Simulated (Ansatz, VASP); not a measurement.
# In in VASP and in Ansatz

File INCAR:

```
SYSTEM = In
PREC = Accurate ; ENCUT = 520
EDIFF = 1E-7 ; ISMEAR = -1
SIGMA = 0.1 ; LREAL = .FALSE.
LASPH = .TRUE. ; NELM = 60
ALGO = Normal ; ISIF = 2
LWAVE = .FALSE. ; LCHARG = .TRUE.
GGA = RE ; LELF = .TRUE.
LVHAR = .TRUE. ; NBANDS = 12
```

KPOINTS

```
regular mesh
0
G
  13 13 13
  0 0 0
```

The input POSCAR:

```
In
1.0
   -1.9561882257      1.9561882257      1.9561882257
    1.9561882257     -1.9561882257      1.9561882257
    1.9561882257      1.9561882257     -1.9561882257
In
1
Direct
    0.0000000000      0.0000000000      0.0000000000
```

Input for Ansatz:

```yaml
crystal:
  lattice:
    - [-1.9561882257, 1.9561882257, 1.9561882257]
    - [1.9561882257, -1.9561882257, 1.9561882257]
    - [1.9561882257, 1.9561882257, -1.9561882257]
  atoms:
    - { symbol: In, position: [0.0, 0.0, 0.0] }
hamiltonian:
  xc: revpbe
  pseudopotentials:
    kind: paw
    azcp:
      In: "pseudopotentials/In.paw.azcp"
basis:
  ecutwfc: 420
  fft_grid_basis: typed
kpoints:
  mp_grid: { grid: [13, 13, 13], shift: [0, 0, 0] }
magnetization:
  spin_polarized: false
scf:
  occupations: { method: fermi_dirac, width: 0.1 }
  lower_state_search: "off"
output:
  stress: true
```

Alike in both runs: task single point; functional revPBE; k mesh 13 × 13 × 13; occupations fermi-dirac, width 0.1 eV; no spin polarisation.

```csv
,VASP,Ansatz
version,VASP 6.6.1,Ansatz 0.2.0
potentials or method,"VASP PAW PBE potentials, release 64 (In_d), cutoff 520 eV","plane waves (420 eV) with PAW, scalar-relativistic"
valence electrons in the cell,13,13
```

|  | VASP | Ansatz | Ansatz less VASP |
| --- | --- | --- | --- |
| pressure (GPa) | -1.2 | -1.1 | +0.04 |

VASP's potentials were made for PBE, not for revPBE.
